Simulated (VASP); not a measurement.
Crystal: CdO (Monteponite).

```
Cd O
1.0
     0.00000    2.31775    2.31775
     2.31775    0.00000    2.31775
     2.31775    2.31775    0.00000
Cd O
1 1
Direct
  0.00000 0.00000 0.00000
  0.50000 0.50000 0.50000
```

Base run:

* Program: VASP 6.6.1
* Functional: LDA
* Potentials or basis: VASP PAW LDA potentials, release 64 (Cd, O)
* Cutoff: 600 eV
* k mesh: 10 × 10 × 10
* Occupations: fermi-dirac, width 0.05 eV
* Spin: no spin polarisation

Its results: band gap on the k mesh zero (band 9 reaches 2.20 eV, above the bottom of band 10 at 1.77 eV); pressure 1.8 GPa.

Problem. The run is repeated on the same cell with these changes: functional from LDA to revPBE; potentials or basis from VASP PAW LDA potentials, release 64 (Cd, O) to VASP PAW PBE potentials, release 64 (Cd, O). What comes out?

Solution. Band gap on the k mesh zero (band 9 reaches 2.55 eV, above the bottom of band 10 at 2.25 eV); pressure 18.1 GPa.

Caveats: the PAW data sets were made with another functional, which shifts forces and pressure a little (some runs).
